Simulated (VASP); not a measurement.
Set up this calculation in VASP 6.6.1, as the native input.

| Property | Result |
| --- | --- |
| Task | single point |
| Functional | PBEsol |
| Potentials or basis | VASP PAW PBE potentials, release 64 (Co) |
| Cutoff | 520 eV |
| k mesh | 12 × 12 × 7 |
| Occupations | fermi-dirac, width 0.05 eV |
| Spin | collinear spin, ferromagnetic start |
| Starting moments | [2.0, 2.0] μB |
| Dipole correction | no |
| Further INCAR settings | ALGO = Normal; EDIFF = 1e-06; NBANDS = 20 |

The structure of Co lies in POSCAR:

```
Co
1.0
    2.4537477140      0.0000000000      0.0000000000
   -1.2268738570      2.1250078548      0.0000000000
    0.0000000000      0.0000000000      4.0083734539
Co
2
Direct
    0.3333333333      0.6666666667      0.7401390000
    0.6666666667      0.3333333333      0.2598610000
```

This cell differs from its parent crystal: volume scaled by 0.96.

One way to write it, as run:

INCAR

```
SYSTEM = Co
PREC = Accurate
ENCUT = 520
EDIFF = 1E-6
ISMEAR = -1
SIGMA = 0.05
LREAL = .False.
LASPH = .True.
NELM = 150
ALGO = Normal
ISIF = 2
LWAVE = .False.
LCHARG = .True.
ISPIN = 2
MAGMOM = 2 2
LORBIT = 11
LMAXMIX = 4
GGA = PS
LELF = .True.
LVHAR = .True.
NBANDS = 20
```

KPOINTS

```
Automatic mesh
0
Gamma
  12 12 7
  0 0 0
```

Potentials or basis: VASP PAW PBE potentials, release 64 (Co).

Command:

```sh
$ cat potpaw_PBE.64/Co/POTCAR > POTCAR
$ mpirun -np 1 vasp_std > vasp.out
```

It gave:

| Quantity | Value |
| --- | --- |
| Pressure | -1.7 GPa |
| Largest force | 0.573 eV/Å |
| Net moment | 3.16 μB per cell |
| Site moments | Co +1.58 μB |
| Valence electrons inside the program's atomic spheres | Co 8.35 |

Caveat: the PAW data sets were made with another functional, which shifts forces and pressure a little.

Wall time 50 s on 1 thread of Intel(R) Xeon(R) Platinum 8488C (Sapphire Rapids), on a shared host, peak memory 0.18 GiB.
